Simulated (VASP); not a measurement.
# GaP (F-43m) in VASP: a series of runs, part 2 of 2

VASP 6.6.1. The steps go on from the part before.

### Step 4. Single point, PBE

This run uses another cell than the first one, of 20.44 Å³/atom, 1.063 times its volume.

File INCAR:

```
SYSTEM = GaP
PREC = Accurate
ENCUT = 520
EDIFF = 1E-7
ISMEAR = -1
SIGMA = 0.01
LREAL = .False.
LASPH = .True.
NELM = 80
ALGO = Normal
ISIF = 2
LWAVE = .False.
LCHARG = .False.
GGA = PE
NBANDS = 16
```

File KPOINTS:

```
regular mesh
0
Gamma
  6 6 6
  0 0 0
```

File POSCAR:

```
GaP
1.0
    0.0000000000      2.7343040532      2.7343040532
    2.7343040532      0.0000000000      2.7343040532
    2.7343040532      2.7343040532      0.0000000000
Ga P
1 1
Direct
    0.0000000000      0.0000000000      0.0000000000
    0.2500000000      0.2500000000      0.2500000000
```

Potentials or basis: VASP PAW PBE potentials, release 64 (Ga_d, P).

Launch:

```console
$ cat potpaw_PBE.64/Ga_d/POTCAR potpaw_PBE.64/P/POTCAR > POTCAR
$ mpirun -np 1 vasp_std > vasp.out
```

OUTCAR:

```text
SYSTEM = GaP
   PREC = Accurate
   ENCUT = 520
   EDIFF = 1E-7
   ISMEAR = -1
   LREAL = .False.
   LASPH = .True.
   NELM = 80
   ISIF = 2
   GGA = PE

 ion  position               nearest neighbor table
   1  0.000  0.000  0.000-   2 2.37   2 2.37   2 2.37   2 2.37
   2  0.250  0.250  0.250-   1 2.37   1 2.37   1 2.37   1 2.37

  LATTYP: Found a face centered cubic cell.
 ALAT       =     5.4686081064

  Lattice vectors:

 A1 = (   0.0000000000,   2.7343040532,   2.7343040532)
 A2 = (   2.7343040532,   0.0000000000,   2.7343040532)
 A3 = (   2.7343040532,   2.7343040532,   0.0000000000)

Analysis of symmetry for initial positions (statically):
=====================================================================
 Subroutine PRICEL returns:
 Original cell was already a primitive cell.

 Routine SETGRP: Setting up the symmetry group for a
 face centered cubic supercell.

 Subroutine GETGRP returns: Found 24 space group operations
 (whereof 24 operations were pure point group operations)
[... 151 lines left out ...]
  free energy    TOTEN  =        -9.10764966 eV

  energy without entropy =       -9.10764966  energy(sigma->0) =       -9.10764966

 E-fermi :   4.8380     XC(G=0):  -9.7846

 val. band max:        4.5579636930   @ k =   0.0000   0.0000   0.0000
 cond. band min:       6.1974345332   @ k =   0.5000   0.0000   0.0000
 fundamental gap:      1.6394708402
 Fermi energy:         4.8380240012

 k-point     1 :       0.0000    0.0000    0.0000
  band No.  band energies     occupation
      1      -9.9842      2.00000
      2      -9.9842      2.00000
      3      -9.9842      2.00000
      4      -9.8877      2.00000
      5      -9.8877      2.00000
      6      -7.8606      2.00000
[... 281 lines left out ...]
      3      -9.9259      2.00000
      4      -9.9074      2.00000
      5      -9.8749      2.00000
      6      -4.8735      2.00000
[... 8 lines left out ...]
     15      16.4165      0.00000
     16      18.0972      0.00000

------------------------ aborting loop because EDIFF is reached ----------------------------------------

  FORCE on cell =-STRESS in cart. coord.  units (eV):
  Direction    XX          YY          ZZ          XY          YZ          ZX
  --------------------------------------------------------------------------------------
  -------------------------------------------------------------------------------------
  Total        0.4218442      0.4218442      0.4218442      0.0000000      0.0000000     -0.0000000
  in kB       16.5307387     16.5307387     16.5307387      0.0000000      0.0000000     -0.0000000
  external PRESSURE =      16.5307387 kB  Pullay stress =       0.0000000 kB

 VOLUME and BASIS-vectors are now :
 -----------------------------------------------------------------------------
  energy-cutoff  :      520.00
  volume of cell :       40.89
      direct lattice vectors                 reciprocal lattice vectors
     0.000000000  2.734304053  2.734304053    -0.182861887  0.182861887  0.182861887
     2.734304053  0.000000000  2.734304053     0.182861887 -0.182861887  0.182861887
     2.734304053  2.734304053  0.000000000     0.182861887  0.182861887 -0.182861887

 POSITION                                       TOTAL-FORCE (eV/Angst)
 -----------------------------------------------------------------------------------
      0.00000      0.00000      0.00000         0.000000      0.000000      0.000000
      1.36715      1.36715      1.36715        -0.000000     -0.000000     -0.000000
 -----------------------------------------------------------------------------------
    total drift:                                0.000002      0.000002      0.000002

  FREE ENERGIE OF THE ION-ELECTRON SYSTEM (eV)
  ---------------------------------------------------
  free  energy   TOTEN  =        -9.1076496638 eV

  energy  without entropy=       -9.1076496638  energy(sigma->0) =       -9.10764966
```

stdout:

```text
POSCAR found type information on POSCAR GaP
 POSCAR found :  2 types and       2 ions
 scaLAPACK will be used
 LDA part: xc-table for (Slater+PW92), standard interpolation
 POSCAR, INCAR and KPOINTS ok, starting setup
 FFT: planning ... GRIDC
 FFT: planning ... GRID_SOFT
 FFT: planning ... GRID
 WAVECAR not read
 entering main loop
```

It took 8.5 s on 1 thread of Intel Xeon 6975P-C (Granite Rapids), shared host; peak memory 0.16 GiB.

Results:

| Item | Value |
| --- | --- |
| Free energy | -9.1076 eV |
| Pressure | 1.7 GPa |
| Band gap on the k mesh | 1.64 eV, indirect (least direct gap 1.74 eV) |

### Step 5. Single point, PBE

This run uses another cell than the first one, of 21.05 Å³/atom, 1.095 times its volume.

File INCAR:

```
PREC = Accurate
ENCUT = 520
EDIFF = 1E-6
ISMEAR = -1
SIGMA = 0.01
LREAL = False
LASPH = True
NELM = 60
ALGO = Normal
ISIF = 2
LWAVE = False
LCHARG = False
GGA = PE
NBANDS = 16
```

File KPOINTS:

```
regular mesh
0
Gamma
  6 6 6
```

File POSCAR:

```
GaP
1.0
    0.0000000000      2.7611126653      2.7611126653
    2.7611126653      0.0000000000      2.7611126653
    2.7611126653      2.7611126653      0.0000000000
Ga P
1 1
Direct
    0.0000000000      0.0000000000      0.0000000000
    0.2500000000      0.2500000000      0.2500000000
```

Potentials or basis: VASP PAW PBE potentials, release 64 (Ga_d, P).

Launch:

```console
$ cat potpaw_PBE.64/Ga_d/POTCAR potpaw_PBE.64/P/POTCAR > POTCAR
$ mpirun -np 1 vasp_std > vasp.out
```

OUTCAR:

```text
PREC = Accurate
   ENCUT = 520
   EDIFF = 1E-6
   ISMEAR = -1
   LREAL = False
   LASPH = True
   NELM = 60
   ISIF = 2
   GGA = PE

 ion  position               nearest neighbor table
   1  0.000  0.000  0.000-   2 2.39   2 2.39   2 2.39   2 2.39
   2  0.250  0.250  0.250-   1 2.39   1 2.39   1 2.39   1 2.39

  LATTYP: Found a face centered cubic cell.
 ALAT       =     5.5222253306

  Lattice vectors:

 A1 = (   0.0000000000,   2.7611126653,   2.7611126653)
 A2 = (   2.7611126653,   0.0000000000,   2.7611126653)
 A3 = (   2.7611126653,   2.7611126653,   0.0000000000)

Analysis of symmetry for initial positions (statically):
=====================================================================
 Subroutine PRICEL returns:
 Original cell was already a primitive cell.

 Routine SETGRP: Setting up the symmetry group for a
 face centered cubic supercell.

 Subroutine GETGRP returns: Found 24 space group operations
 (whereof 24 operations were pure point group operations)
 out of a pool of 48 trial point group operations.

The static configuration has the point symmetry T_d .

[... 147 lines left out ...]
  free energy    TOTEN  =        -9.11129399 eV

  energy without entropy =       -9.11129399  energy(sigma->0) =       -9.11129399

 E-fermi :   4.4720     XC(G=0):  -9.6525

 val. band max:        4.2667568950   @ k =   0.0000   0.0000   0.0000
 cond. band min:       5.7690035957   @ k =   0.0000   0.0000   0.0000
 fundamental gap:      1.5022467008
 Fermi energy:         4.4719724033

 k-point     1 :       0.0000    0.0000    0.0000
  band No.  band energies     occupation
      1     -10.2310      2.00000
      2     -10.2310      2.00000
      3     -10.2310      2.00000
      4     -10.1429      2.00000
      5     -10.1429      2.00000
      6      -7.9381      2.00000
[... 281 lines left out ...]
      3     -10.1779      2.00000
      4     -10.1606      2.00000
      5     -10.1313      2.00000
      6      -5.0908      2.00000
[... 8 lines left out ...]
     15      15.9912      0.00000
     16      17.6195      0.00000

------------------------ aborting loop because EDIFF is reached ----------------------------------------

  FORCE on cell =-STRESS in cart. coord.  units (eV):
  Direction    XX          YY          ZZ          XY          YZ          ZX
  --------------------------------------------------------------------------------------
  -------------------------------------------------------------------------------------
  Total       -0.1875474     -0.1875474     -0.1875474      0.0000000      0.0000000      0.0000000
  in kB       -7.1373881     -7.1373881     -7.1373881      0.0000000      0.0000000      0.0000000
  external PRESSURE =      -7.1373881 kB  Pullay stress =       0.0000000 kB

 VOLUME and BASIS-vectors are now :
 -----------------------------------------------------------------------------
  energy-cutoff  :      520.00
  volume of cell :       42.10
      direct lattice vectors                 reciprocal lattice vectors
     0.000000000  2.761112665  2.761112665    -0.181086417  0.181086417  0.181086417
     2.761112665  0.000000000  2.761112665     0.181086417 -0.181086417  0.181086417
     2.761112665  2.761112665  0.000000000     0.181086417  0.181086417 -0.181086417

 POSITION                                       TOTAL-FORCE (eV/Angst)
 -----------------------------------------------------------------------------------
      0.00000      0.00000      0.00000        -0.000000      0.000000     -0.000000
      1.38056      1.38056      1.38056         0.000000     -0.000000      0.000000
 -----------------------------------------------------------------------------------
    total drift:                                0.000002      0.000002      0.000002

  FREE ENERGIE OF THE ION-ELECTRON SYSTEM (eV)
  ---------------------------------------------------
  free  energy   TOTEN  =        -9.1112939863 eV

  energy  without entropy=       -9.1112939863  energy(sigma->0) =       -9.11129399
```

It took 7.2 s on 1 thread of Intel Xeon 6975P-C (Granite Rapids), shared host; peak memory 0.16 GiB.

What came out:

```yaml
Free_energy: -9.1113 eV
Pressure: -0.7 GPa
Band_gap_on_the_k_mesh: 1.50 eV, direct
```

Levels at points of the mesh, in eV from the valence-band top:
```tsv
k point	band 7	band 8	band 9	band 10	band 11	band 12
(0.00, 0.00, 0.00)	0.00	0.00	0.00	1.50	3.89	3.89
(0.50, 0.00, 0.00)	-6.42	-1.06	-1.06	1.55	4.72	4.72
(0.50, 0.50, 0.00)	-6.58	-2.55	-2.55	1.73	1.85	10.30
```

### Step 6. Single point, PBE

This run uses another cell than the first one, of 21.66 Å³/atom, 1.126 times its volume.

File INCAR:

```
ALGO = Normal
EDIFF = 1E-7
ENCUT = 520
GGA = PE
ISIF = 2
ISMEAR = -1
LASPH = True
LCHARG = False
LREAL = False
LWAVE = False
NBANDS = 16
NELM = 60
PREC = Accurate
SIGMA = 0.01
```

File KPOINTS:

```
k-points
0
Gamma
  6 6 6
```

File POSCAR:

```
GaP
1.0
    0.0000000000      2.7874105591      2.7874105591
    2.7874105591      0.0000000000      2.7874105591
    2.7874105591      2.7874105591      0.0000000000
Ga P
1 1
Direct
    0.0000000000      0.0000000000      0.0000000000
    0.2500000000      0.2500000000      0.2500000000
```

Potentials or basis: VASP PAW PBE potentials, release 64 (Ga_d, P).

Launch:

```console
$ cat potpaw_PBE.64/Ga_d/POTCAR potpaw_PBE.64/P/POTCAR > POTCAR
$ mpirun -np 1 vasp_std > vasp.out
```

OUTCAR:

```text
EDIFF = 1E-7
   ENCUT = 520
   GGA = PE
   ISIF = 2
   ISMEAR = -1
   LASPH = True
   LREAL = False
   NELM = 60
   PREC = Accurate

 ion  position               nearest neighbor table
   1  0.000  0.000  0.000-   2 2.41   2 2.41   2 2.41   2 2.41
   2  0.250  0.250  0.250-   1 2.41   1 2.41   1 2.41   1 2.41

  LATTYP: Found a face centered cubic cell.
 ALAT       =     5.5748211182

  Lattice vectors:

 A1 = (   0.0000000000,   2.7874105591,   2.7874105591)
 A2 = (   2.7874105591,   0.0000000000,   2.7874105591)
 A3 = (   2.7874105591,   2.7874105591,   0.0000000000)

Analysis of symmetry for initial positions (statically):
=====================================================================
 Subroutine PRICEL returns:
 Original cell was already a primitive cell.

 Routine SETGRP: Setting up the symmetry group for a
 face centered cubic supercell.

 Subroutine GETGRP returns: Found 24 space group operations
 (whereof 24 operations were pure point group operations)
 out of a pool of 48 trial point group operations.

The static configuration has the point symmetry T_d .

[... 148 lines left out ...]

  energy without entropy =       -9.09876510  energy(sigma->0) =       -9.09876510

 E-fermi :   4.2147     XC(G=0):  -9.5249

 val. band max:        3.9933286175   @ k =   0.0000   0.0000   0.0000
 cond. band min:       5.2659370303   @ k =   0.0000   0.0000   0.0000
 fundamental gap:      1.2726084129
 Fermi energy:         4.2147426554

 k-point     1 :       0.0000    0.0000    0.0000
  band No.  band energies     occupation
      1     -10.4683      2.00000
      2     -10.4683      2.00000
      3     -10.4683      2.00000
      4     -10.3879      2.00000
      5     -10.3879      2.00000
      6      -8.0114      2.00000
[... 281 lines left out ...]
      3     -10.4199      2.00000
      4     -10.4037      2.00000
      5     -10.3773      2.00000
      6      -5.2953      2.00000
[... 8 lines left out ...]
     15      15.5866      0.00000
     16      17.1647      0.00000

------------------------ aborting loop because EDIFF is reached ----------------------------------------

  FORCE on cell =-STRESS in cart. coord.  units (eV):
  Direction    XX          YY          ZZ          XY          YZ          ZX
  --------------------------------------------------------------------------------------
  -------------------------------------------------------------------------------------
  Total       -0.7069229     -0.7069229     -0.7069229      0.0000000      0.0000000      0.0000000
  in kB      -26.1486845    -26.1486845    -26.1486845      0.0000000      0.0000000      0.0000000
  external PRESSURE =     -26.1486845 kB  Pullay stress =       0.0000000 kB

 VOLUME and BASIS-vectors are now :
 -----------------------------------------------------------------------------
  energy-cutoff  :      520.00
  volume of cell :       43.31
      direct lattice vectors                 reciprocal lattice vectors
     0.000000000  2.787410559  2.787410559    -0.179377953  0.179377953  0.179377953
     2.787410559  0.000000000  2.787410559     0.179377953 -0.179377953  0.179377953
     2.787410559  2.787410559  0.000000000     0.179377953  0.179377953 -0.179377953

 POSITION                                       TOTAL-FORCE (eV/Angst)
 -----------------------------------------------------------------------------------
      0.00000      0.00000      0.00000         0.000000      0.000000      0.000000
      1.39371      1.39371      1.39371        -0.000000     -0.000000     -0.000000
 -----------------------------------------------------------------------------------
    total drift:                                0.000002      0.000002      0.000002

  FREE ENERGIE OF THE ION-ELECTRON SYSTEM (eV)
  ---------------------------------------------------
  free  energy   TOTEN  =        -9.0987650996 eV

  energy  without entropy=       -9.0987650996  energy(sigma->0) =       -9.09876510
```

Run time: 8.9 s. Hardware: 1 thread of Intel Xeon 6975P-C (Granite Rapids), shared host; peak memory 0.16 GiB.

Results:

```yaml
Free_energy: -9.0988 eV
Pressure: -2.6 GPa
Band_gap_on_the_k_mesh: 1.27 eV, direct
```

Levels at points of the mesh, in eV from the valence-band top:
| k point | band 6 | band 7 | band 8 | band 9 | band 10 | band 11 | band 12 | band 13 |
| --- | --- | --- | --- | --- | --- | --- | --- | --- |
| (0.00, 0.00, 0.00) | -12.00 | 0.00 | 0.00 | 0.00 | 1.27 | 3.89 | 3.89 | 3.89 |
| (0.50, 0.00, 0.00) | -10.15 | -6.27 | -1.02 | -1.02 | 1.47 | 4.73 | 4.73 | 8.14 |
| (0.50, 0.50, 0.00) | -9.34 | -6.45 | -2.46 | -2.46 | 1.78 | 1.87 | 10.09 | 10.09 |

### Step 7. The runs side by side

| cell | gap on the mesh (eV) | pressure (GPa) |
| --- | --- | --- |
| a = 3.789 Å, angles 60.0°, 2 atoms | 1.54 | 7.5 |
| a = 3.828 Å, angles 60.0°, 2 atoms | 1.61 | 4.3 |
| a = 3.867 Å, angles 60.0°, 2 atoms | 1.64 | 1.7 |
| a = 3.905 Å, angles 60.0°, 2 atoms | 1.50 | -0.7 |
| a = 3.942 Å, angles 60.0°, 2 atoms | 1.27 | -2.6 |

Alike in all rows: task single point; level PBE; potentials or basis VASP PAW PBE potentials, release 64 (Ga_d, P); no spin polarisation; k mesh 6 × 6 × 6; cutoff (eV) 520; smearing fermi-dirac 0.01 eV.

Total energies depend on the potentials used, so only differences within one code and one set of settings carry meaning.

### Step 8. How close it comes

Step 4. Against the measured gap of GaP, 2.34 eV (indirect; 10 K; quoted in “Stacking defects in GaP nanowires: Electronic structure and optical properties”, 2018, arxiv:1810.01194), the calculated 1.64 eV is off by -0.70 eV. Spin-orbit coupling on Ga is left out. The value is that of PBE on a finite k mesh, which can miss the band edges, without temperature or zero-point motion. Semilocal functionals fall short of measured gaps as a rule.

Step 5. Measured gap of GaP: 2.34 eV (indirect; 10 K; quoted in “Stacking defects in GaP nanowires: Electronic structure and optical properties”, 2018, arxiv:1810.01194). This calculation gives 1.50 eV (-0.84 eV). Spin-orbit coupling on Ga is left out. The value is that of PBE on a finite k mesh, which can miss the band edges, without temperature or zero-point motion. Semilocal functionals fall short of measured gaps as a rule.

Step 6. A measured gap of GaP is 2.34 eV (indirect; 10 K; quoted in “Stacking defects in GaP nanowires: Electronic structure and optical properties”, 2018, arxiv:1810.01194); the calculated 1.27 eV misses it by -1.07 eV. Spin-orbit coupling on Ga is left out. The value is that of PBE on a finite k mesh, which can miss the band edges, without temperature or zero-point motion. Semilocal functionals fall short of measured gaps as a rule.
